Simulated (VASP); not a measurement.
Write the native input for VASP 6.6.1 that does the following.

| Property | Result |
| --- | --- |
| Task | single point |
| Functional | PBEsol |
| Potentials or basis | VASP PAW PBE potentials, release 64 (Hg) |
| Cutoff | 520 eV |
| k mesh | 12 × 12 × 12 |
| Occupations | fermi-dirac, width 0.05 eV |
| Spin | no spin polarisation |
| Dipole correction | no |
| Further INCAR settings | ALGO = Normal; EDIFF = 1e-06; NBANDS = 19 |

The structure of Hg lies in POSCAR:

```
Hg
1.0
    0.0000000000      2.9386048670      2.9386048670
    2.9386048670      0.0000000000      2.9386048670
    2.9386048670      2.9386048670      0.0000000000
Hg
2
Direct
   -0.1250000000     -0.1250000000     -0.1250000000
    0.1250000000      0.1250000000      0.1250000000
```

One way to write it, as run:

INCAR

```
SYSTEM = Hg
  PREC = Accurate
  ENCUT = 520
  EDIFF = 1E-6
  ISMEAR = -1
  SIGMA = 0.05
  LREAL = .FALSE.
  LASPH = .TRUE.
  NELM = 60
  ALGO = Normal
  ISIF = 2
  LWAVE = .FALSE.
  LCHARG = .FALSE.
  GGA = PS
  NBANDS = 19
```

KPOINTS

```
regular mesh
0
G
  12 12 12
  0 0 0
```

Potentials or basis: VASP PAW PBE potentials, release 64 (Hg).

Run with:

```bash
$ cat potpaw_PBE.64/Hg/POTCAR > POTCAR
$ mpirun -np 1 vasp_std > vasp.out
```

It gave:

```yaml
Pressure: 22.7 GPa
Band_gap_on_the_k_mesh: zero (bands 12 and 13 overlap by 7.10 eV)
```

Caveat: the cell stands under pressure; the PAW data sets were made with another functional, which shifts forces and pressure a little; spin-orbit coupling is left out, which moves the levels of the heavy elements.

It took 30 s on 1 thread of AMD EPYC 9R45 96-Core Processor (Zen 5), on a shared host, peak memory 0.18 GiB.
